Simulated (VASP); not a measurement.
# SiC (R3m) in VASP: notebook

Runs on SiC. Level: PBEsol. Tasks: single point.

Program: VASP 6.6.1. These are calculated values, not measurements. Logs are shortened: lines on timing, memory, paths and dates and some standing lists are left out, and cuts for length are marked.

### 1 The cell of the first run

Symmetry: R3m, No. 160, trigonal system. Conventional cell: a = 2.992 Å, b = 2.992 Å, c = 7.041 Å, α = 90.00°, β = 90.00°, γ = 120.00°. Within 2.3 Å of Si (site symmetry 3m) lie 4 C at 1.76 to 1.82 Å. C (site symmetry 3m) has 4 Si at 1.76 to 1.82 Å within 2.3 Å.

### 2 Single point, PBEsol

The input, INCAR:

```
PREC = Accurate ; ENCUT = 520
EDIFF = 1E-7 ; ISMEAR = 0
SIGMA = 0.05 ; LREAL = False
LASPH = True ; NELM = 60
ALGO = Normal ; ISIF = 2
LWAVE = False ; LCHARG = False
GGA = PS ; NBANDS = 11
```

The input, KPOINTS:

```
Automatic mesh
0
Gamma
  12 12 12
```

The input, POSCAR:

```
SiC
1.0
    0.0000000000      2.1156157978      2.1156157978
    2.1156157978      0.0000000000      2.1156157978
    2.0601866639      2.0601866639      0.0554291339
Si C
1 1
Direct
    0.0000000000      0.0000000000      0.0000000000
    0.7500000000      0.7500000000      0.7500000000
```

Potentials or basis: VASP PAW PBE potentials, release 64 (Si, C).

Started as:

```console
cat potpaw_PBE.64/Si/POTCAR potpaw_PBE.64/C/POTCAR > POTCAR
mpirun -np 1 vasp_std > vasp.out
```

OUTCAR:

```text
PREC = Accurate
   ENCUT = 520
   EDIFF = 1E-7
   ISMEAR = 0
   LREAL = False
   LASPH = True
   NELM = 60
   ISIF = 2
   GGA = PS

 ion  position               nearest neighbor table
   1  0.000  0.000  0.000-   2 1.76   2 1.82   2 1.82   2 1.82
   2  0.750  0.750  0.750-   1 1.76   1 1.82   1 1.82   1 1.82

  LATTYP: Found a trigonal (rhomboedric) cell.
 ALAT       =     2.9140711332
 COS(alpha) =     0.4729239227

  Lattice vectors:

 A1 = (   2.0601866639,  -0.0554291339,  -2.0601866639)
 A2 = (  -0.0554291339,   2.0601866639,  -2.0601866639)
 A3 = (   2.0601866639,   2.0601866639,   0.0554291339)

Analysis of symmetry for initial positions (statically):
=====================================================================
 Subroutine PRICEL returns:
 Original cell was already a primitive cell.

 Routine SETGRP: Setting up the symmetry group for a
 trigonal (rhombohedral) supercell.

 Subroutine GETGRP returns: Found  6 space group operations
 (whereof  6 operations were pure point group operations)
 out of a pool of 12 trial point group operations.

The static configuration has the point symmetry C_3v.

Analysis of symmetry for dynamics (positions and initial velocities):
=====================================================================
 Subroutine PRICEL returns:
 Original cell was already a primitive cell.

 Routine SETGRP: Setting up the symmetry group for a
 trigonal (rhombohedral) supercell.

 Subroutine GETGRP returns: Found  6 space group operations
 (whereof  6 operations were pure point group operations)
 out of a pool of 12 trial point group operations.

The dynamic configuration has the point symmetry C_3v.

 Subroutine INISYM returns: Found  6 space group operations
 (whereof  6 operations are pure point group operations),
 and found     1 'primitive' translations

----------------------------------------------------------------------------------------

                                     Primitive cell

  volume of cell :      18.1940

  direct lattice vectors                    reciprocal lattice vectors
     0.000000000  2.115615798  2.115615798    -0.239560484  0.233115131  0.239560484
     2.115615798  0.000000000  2.115615798     0.233115131 -0.239560484  0.239560484
     2.060186664  2.060186664  0.055429134     0.246005837  0.246005837 -0.246005837

  length of vectors
     2.991932554  2.991932554  2.914071133     0.411243378  0.411243378  0.426094609

  position of ions in fractional coordinates (direct lattice)
     0.000000000  0.000000000  0.000000000
     0.750000000  0.750000000  0.750000000

  ion indices of the primitive-cell ions
   primitive index   ion index
                 1           1
                 2           2

----------------------------------------------------------------------------------------

 KPOINTS: Automatic mesh

Automatic generation of k-mesh.
 Grid dimensions read from file:
 generate k-points for:   12   12   12

 Generating k-lattice:

  Cartesian coordinates                     Fractional coordinates (reciprocal lattice)
    -0.019963374  0.019426261  0.019963374     0.083333333  0.000000000 -0.000000000
     0.019426261 -0.019963374  0.019963374     0.000000000  0.083333333 -0.000000000
     0.020500486  0.020500486 -0.020500486     0.000000000  0.000000000  0.083333333

  Length of vectors
     0.034270281  0.034270281  0.035507884

  Shift w.r.t. Gamma in fractional coordinates (k-lattice)
     0.000000000  0.000000000  0.000000000

 Subroutine IBZKPT returns following result:
 ===========================================

 Found    189 irreducible k-points:

 Following reciprocal coordinates:
            Coordinates               Weight
  0.000000  0.000000  0.000000      1.000000
  0.083333  0.000000 -0.000000      6.000000
  0.166667  0.000000 -0.000000      6.000000
  0.250000  0.000000 -0.000000      6.000000
  0.333333  0.000000 -0.000000      6.000000
  0.416667  0.000000  0.000000      6.000000
[... 16 lines left out ...]
  0.500000  0.166667 -0.000000     12.000000
 -0.416667  0.166667 -0.000000     12.000000
 [... further k-points ...]
   k-points           NKPTS =    189   k-points in BZ     NKDIM =    189   number of bands    NBANDS=     11
   number of dos      NEDOS =    301   number of ions     NIONS =      2
   total plane-waves  NPLWV =  13824
   dimension x,y,z NGX =    24 NGY =   24 NGZ =   24
   dimension x,y,z NGXF=    48 NGYF=   48 NGZF=   48
   ions per type =               1   1
   NGX,Y,Z   is equivalent  to a cutoff of  13.34, 13.34, 13.69 a.u.
   NGXF,Y,Z  is equivalent  to a cutoff of  26.67, 26.67, 27.38 a.u.
 SYSTEM =  unknown system
   PREC   = accura    normal or accurate (medium, high low for compatibility)
   ISTART =      0    job   : 0-new  1-cont  2-samecut
   ICHARG =      2    charge: 1-file 2-atom 10-const
   ISPIN  =      1    spin polarized calculation?
   LNONCOLLINEAR =      F non collinear calculations
   LSORBIT =      F    spin-orbit coupling
   LASPH  =      T    aspherical Exc in radial PAW
   ENCUT  =  520.0 eV  38.22 Ry    6.18 a.u.   5.56  5.56  5.42*2*pi/ulx,y,z
   NELM   =     60;   NELMIN=  2; NELMDL= -5     # of ELM steps
   EDIFF  = 0.1E-06   stopping-criterion for ELM
   LREAL  =      F    real-space projection
   EDIFFG = 0.1E-05   stopping-criterion for IOM
   NSW    =      0    number of steps for IOM
   IBRION =     -1    ionic relax: 0-MD 1-quasi-New 2-CG
   NFREE  =      0    steps in history (QN), initial steepest desc. (CG)
   ISIF   =      2    stress and relaxation
   ISYM   =      2    0-nonsym 1-usesym 2-fastsym
   POTIM  = 0.5000    time-step for ionic-motion
   TEBEG  =    0.0;   TEEND  =   0.0 temperature during run
   PSTRESS=    0.0 pullay stress
   NELECT =       8.0000    total number of electrons
   NUPDOWN=      -1.0000    fix difference up-down
   EMIN   =  10.00;   EMAX   =-10.00  energy-range for DOS
   EFERMI =   0.00;   METHOD = LEGACY
   ISMEAR =     0;   SIGMA  =   0.05  broadening in eV -4-tet -1-fermi 0-gaus
   EFERMI_NEDOS =   21; number of points for ismear=-14 and -15
   IALGO  =     38    algorithm
   IMIX   =      4    mixing-type and parameters
     AMIX     =   0.40;   BMIX     =  1.00
     AMIX_MAG =   1.60;   BMIX_MAG =  1.00
  volume/ion in A,a.u.               =       9.10        61.39
  Fermi-wavevector in a.u.,A,eV,Ry     =   1.244884  2.352489 21.085429  1.549735
  Thomas-Fermi vector in A             =   2.379131
   LORBIT       =      0    0 simple, 1 ext, 2 COOP (PROOUT), +10 PAW based schemes
   GGA     = PS    functional components
   LHFCALC =     F    Hartree Fock is set to
   AEXX    =    0.0000 exact exchange contribution
   IVDW    =     0    specifies the selected vdW correction
   LEPSILON=     F    determine dielectric tensor
   LRPA    =     F    only Hartree local field effects (RPA)
 non-spin polarized calculation
 Gauss-broadening in eV      SIGMA  =   0.05
  energy-cutoff  :      520.00
  volume of cell :       18.19
 maximum number of plane-waves:       513
 NGX is ok and might be reduce to    24
   NGX = 11   NGY = 11   NGZ = 11

 number of electron       8.0000000 magnetization

 Free energy of the ion-electron system (eV)
  ---------------------------------------------------
  ext. energy  EPLUGINS =         0.00000000
  ---------------------------------------------------
  free energy    TOTEN  =       -15.60755150 eV

  energy without entropy =      -15.60755150  energy(sigma->0) =      -15.60755150

 E-fermi :  10.0538     XC(G=0): -12.0673

 val. band max:        9.7496080373   @ k =   0.0000   0.0000   0.0000
 cond. band min:      10.6439706026   @ k =   0.5000   0.5000  -0.0000
 fundamental gap:      0.8943625653
 Fermi energy:        10.0538182742

 k-point     1 :       0.0000    0.0000    0.0000
  band No.  band energies     occupation
      1      -6.9091      2.00000
      2       9.4696      2.00000
      3       9.4696      2.00000
      4       9.7496      2.00000
      5      16.8639      0.00000
      6      17.4144      0.00000
      7      17.4144      0.00000
      8      18.8977      0.00000
      9      24.8287      0.00000
     10      24.8287      0.00000
     11      27.6346      0.00000

 k-point     2 :       0.0833    0.0000   -0.0000
  band No.  band energies     occupation
      1      -6.7614      2.00000
      2       8.7235      2.00000
      3       9.3854      2.00000
      4       9.6297      2.00000
      5      17.0766      0.00000
      6      17.6004      0.00000
      7      17.6895      0.00000
      8      19.0228      0.00000
      9      23.9178      0.00000
     10      24.1160      0.00000
     11      26.9637      0.00000

 k-point     3 :       0.1667    0.0000   -0.0000
  band No.  band energies     occupation
      1      -6.3220      2.00000
      2       6.9681      2.00000
      3       9.1770      2.00000
      4       9.3818      2.00000
      5      16.9987      0.00000
      6      17.9547      0.00000
      7      18.4652      0.00000
      8      19.4380      0.00000
      9      22.9519      0.00000
     10      23.4305      0.00000
     11      26.1741      0.00000

 k-point     4 :       0.2500    0.0000   -0.0000
  band No.  band energies     occupation
      1      -5.6045      2.00000
      2       4.8942      2.00000
      3       8.9329      2.00000
      4       9.0917      2.00000
      5      16.7418      0.00000
      6      17.9771      0.00000
      7      18.6338      0.00000
      8      20.0259      0.00000
      9      23.0563      0.00000
     10      23.8266      0.00000
     11      25.8311      0.00000
[... 239 lines left out ...]
 k-point    22 :       0.4167    0.1667   -0.0000
  band No.  band energies     occupation
      1      -3.7642      2.00000
      2       2.5378      2.00000
      3       7.2117      2.00000
      4       7.7875      2.00000
      5      14.7863      0.00000
      6      18.2678      0.00000
      7      19.7138      0.00000
      8      20.0035      0.00000
      9      24.1023      0.00000
     10      28.0973      0.00000
     11      29.0815      0.00000

 k-point    23 :       0.5000    0.1667   -0.0000
  band No.  band energies     occupation
      1      -2.7576      2.00000
      2       1.0560      2.00000
      3       6.7037      2.00000
      4       7.8717      2.00000
      5      14.8466      0.00000
      6      18.3775      0.00000
      7      19.3674      0.00000
      8      21.0238      0.00000
      9      24.4770      0.00000
     10      28.2455      0.00000
     11      29.3138      0.00000

 k-point    24 :      -0.4167    0.1667   -0.0000
  band No.  band energies     occupation
      1      -2.5754      2.00000
      2       0.8220      2.00000
      3       6.3246      2.00000
      4       8.1219      2.00000
      5      15.1916      0.00000
      6      18.2969      0.00000
      7      19.0995      0.00000
      8      21.7809      0.00000
      9      25.0809      0.00000
     10      26.4005      0.00000
     11      29.1159      0.00000

 [... further k-points ...]
[... 5 lines left out ...]
  --------------------------------------------------------------------------------------
  -------------------------------------------------------------------------------------
  Total        4.2369625      4.2369625      4.2369625      1.2030623     -1.2030623     -1.2030623
  in kB      373.1101033    373.1101033    373.1101033    105.9425723   -105.9425723   -105.9425723
  external PRESSURE =     373.1101033 kB  Pullay stress =       0.0000000 kB

 VOLUME and BASIS-vectors are now :
 -----------------------------------------------------------------------------
  energy-cutoff  :      520.00
  volume of cell :       18.19
      direct lattice vectors                 reciprocal lattice vectors
     0.000000000  2.115615798  2.115615798    -0.239560484  0.233115131  0.239560484
     2.115615798  0.000000000  2.115615798     0.233115131 -0.239560484  0.239560484
     2.060186664  2.060186664  0.055429134     0.246005837  0.246005837 -0.246005837

 POSITION                                       TOTAL-FORCE (eV/Angst)
 -----------------------------------------------------------------------------------
      0.00000      0.00000      0.00000        -0.501225     -0.501225      0.501225
      3.13185      3.13185      3.21500         0.501225      0.501225     -0.501225
 -----------------------------------------------------------------------------------
    total drift:                                0.000123      0.000123     -0.000124

  FREE ENERGIE OF THE ION-ELECTRON SYSTEM (eV)
  ---------------------------------------------------
  free  energy   TOTEN  =       -15.6075514968 eV

  energy  without entropy=      -15.6075514968  energy(sigma->0) =      -15.60755150
```

Wall time 21 s (1 thread of AMD EPYC 9R45 (Zen 5), shared host); peak memory 0.13 GiB.

Results:

* Free energy: -15.6076 eV
* Pressure: 37.3 GPa
* Largest force: 0.868 eV/Å
* Band gap on the k mesh: 0.89 eV, indirect (least direct gap 4.27 eV)

Forces on the atoms (eV/Å):
```
Si  -0.501 -0.501  0.501
C    0.501  0.501 -0.501
```

Levels at points of the mesh, in eV from the valence-band top:
| k point | band 1 | band 2 | band 3 | band 4 | band 5 | band 6 | band 7 | band 8 |
| --- | --- | --- | --- | --- | --- | --- | --- | --- |
| (0.00, 0.00, 0.00) | -16.66 | -0.28 | -0.28 | 0.00 | 7.11 | 7.66 | 7.66 | 9.15 |
| (0.50, 0.00, 0.00) | -12.66 | -9.56 | -1.20 | -1.13 | 6.54 | 7.31 | 8.00 | 10.56 |
| (0.50, 0.50, 0.00) | -10.95 | -8.45 | -3.88 | -3.38 | 0.89 | 4.54 | 15.09 | 15.31 |
| (0.00, 0.00, 0.50) | -12.21 | -9.41 | -1.52 | -1.52 | 5.78 | 7.10 | 7.10 | 10.18 |

Caveat: the PAW data sets were made with another functional, which shifts forces and pressure a little. A k mesh can miss the band edges.

### 3 Single point, PBEsol

This run uses another cell than the first one, of 9.41 Å³/atom, 1.034 times its volume.

The input, INCAR:

```
SYSTEM = SiC
ALGO = Normal
EDIFF = 1E-6
ENCUT = 520
GGA = PS
ISIF = 2
ISMEAR = 0
LASPH = .TRUE.
LCHARG = .FALSE.
LREAL = .FALSE.
LWAVE = .FALSE.
NBANDS = 11
NELM = 80
PREC = Accurate
SIGMA = 0.05
```

The input, KPOINTS:

```
k-points
0
G
  12 12 12
  0 0 0
```

The input, POSCAR:

```
SiC
1.0
    0.0000000000      2.1250972793      2.1250972793
    2.1250972793      0.0000000000      2.1250972793
    2.0970459952      2.0970459952      0.0280512841
Si C
1 1
Direct
    0.0000000000      0.0000000000      0.0000000000
    0.7500000000      0.7500000000      0.7500000000
```

Potentials or basis: VASP PAW PBE potentials, release 64 (Si, C).

Started as:

```console
cat potpaw_PBE.64/Si/POTCAR potpaw_PBE.64/C/POTCAR > POTCAR
mpirun -np 1 vasp_std > vasp.out
```

OUTCAR:

```text
SYSTEM = SiC
   EDIFF = 1E-6
   ENCUT = 520
   GGA = PS
   ISIF = 2
   ISMEAR = 0
   LASPH = .TRUE.
   LREAL = .FALSE.
   NELM = 80
   PREC = Accurate

 ion  position               nearest neighbor table
   1  0.000  0.000  0.000-   2 1.80   2 1.84   2 1.84   2 1.84
   2  0.750  0.750  0.750-   1 1.80   1 1.84   1 1.84   1 1.84

  LATTYP: Found a trigonal (rhomboedric) cell.
 ALAT       =     2.9658035482
 COS(alpha) =     0.4865798967

  Lattice vectors:

 A1 = (   2.0970459952,  -0.0280512841,  -2.0970459952)
 A2 = (  -0.0280512841,   2.0970459952,  -2.0970459952)
 A3 = (   2.0970459952,   2.0970459952,   0.0280512841)
[... 514 lines left out ...]
      8      21.1228      0.00000
      9      24.5227      0.00000
     10      25.4738      0.00000
     11      28.2823      0.00000

 [... further k-points ...]
[... 5 lines left out ...]
  --------------------------------------------------------------------------------------
  -------------------------------------------------------------------------------------
  Total        3.0131450      3.0131450      3.0131450      0.5590505     -0.5590505     -0.5590505
  in kB      256.5957565    256.5957565    256.5957565     47.6080578    -47.6080578    -47.6080578
  external PRESSURE =     256.5957565 kB  Pullay stress =       0.0000000 kB

 VOLUME and BASIS-vectors are now :
 -----------------------------------------------------------------------------
  energy-cutoff  :      520.00
  volume of cell :       18.81
      direct lattice vectors                 reciprocal lattice vectors
     0.000000000  2.125097279  2.125097279    -0.236867585  0.233699109  0.236867585
     2.125097279  0.000000000  2.125097279     0.233699109 -0.236867585  0.236867585
     2.097045995  2.097045995  0.028051284     0.240036061  0.240036061 -0.240036061

 POSITION                                       TOTAL-FORCE (eV/Angst)
 -----------------------------------------------------------------------------------
      0.00000      0.00000      0.00000        -0.203274     -0.203274      0.203274
      3.16661      3.16661      3.20868         0.203274      0.203274     -0.203274
 -----------------------------------------------------------------------------------
    total drift:                               -0.000252     -0.000252      0.000252

  FREE ENERGIE OF THE ION-ELECTRON SYSTEM (eV)
  ---------------------------------------------------
  free  energy   TOTEN  =       -15.7640204616 eV

  energy  without entropy=      -15.7640204616  energy(sigma->0) =      -15.76402046
```

OSZICAR:

```text
N       E                     dE             d eps       ncg     rms          rms(c)
DAV:   1     0.273561589959E+01    0.27356E+01   -0.40515E+03  4358   0.620E+02
DAV:   2    -0.172690208433E+02   -0.20005E+02   -0.18862E+02  5128   0.113E+02
DAV:   3    -0.178493248973E+02   -0.58030E+00   -0.57907E+00  5115   0.155E+01
DAV:   4    -0.178513169799E+02   -0.19921E-02   -0.19920E-02  4765   0.114E+00
DAV:   5    -0.178513246507E+02   -0.76709E-05   -0.76708E-05  5094   0.657E-02    0.984E+00
DAV:   6    -0.158773270114E+02    0.19740E+01   -0.62824E+00  4722   0.116E+01    0.450E+00
DAV:   7    -0.157789901822E+02    0.98337E-01   -0.50601E-01  4998   0.396E+00    0.195E+00
DAV:   8    -0.157641837157E+02    0.14806E-01   -0.23073E-02  4692   0.972E-01    0.170E-01
DAV:   9    -0.157639849222E+02    0.19879E-03   -0.15764E-03  5049   0.220E-01    0.115E-01
DAV:  10    -0.157640199451E+02   -0.35023E-04   -0.10129E-04  4677   0.657E-02    0.270E-02
DAV:  11    -0.157640204616E+02   -0.51648E-06   -0.63362E-06  5001   0.157E-02
   1 F= -.15764020E+02 E0= -.15764020E+02  d E =-.148053E-18
```

Run time: 18 s. Hardware: 1 thread of Intel Xeon 6975P-C, shared host; peak memory 0.16 GiB.

What came out:

```
Free energy            : -15.7640 eV
Pressure               : 25.7 GPa
Largest force          : 0.352 eV/Å
Band gap on the k mesh : 1.04 eV, indirect (least direct gap 4.41 eV)
```

Forces in eV/Å, atoms in the order of the input:
```
Si  -0.203 -0.203  0.203
C    0.203  0.203 -0.203
```

Levels at points of the mesh, in eV from the valence-band top:
| k point | band 1 | band 2 | band 3 | band 4 | band 5 | band 6 | band 7 | band 8 | band 9 |
| --- | --- | --- | --- | --- | --- | --- | --- | --- | --- |
| (0.00, 0.00, 0.00) | -16.28 | -0.14 | -0.14 | 0.00 | 7.07 | 7.67 | 7.67 | 8.33 | 14.95 |
| (0.50, 0.00, 0.00) | -12.36 | -9.25 | -1.14 | -1.10 | 6.25 | 7.35 | 7.67 | 10.40 | 17.08 |
| (0.50, 0.50, 0.00) | -10.75 | -8.24 | -3.60 | -3.36 | 1.04 | 4.46 | 14.92 | 15.00 | 15.97 |
| (0.00, 0.00, 0.50) | -12.14 | -9.18 | -1.29 | -1.29 | 5.86 | 7.25 | 7.25 | 10.23 | 17.21 |

Caveat: the PAW data sets were made with another functional, which shifts forces and pressure a little. A k mesh can miss the band edges.
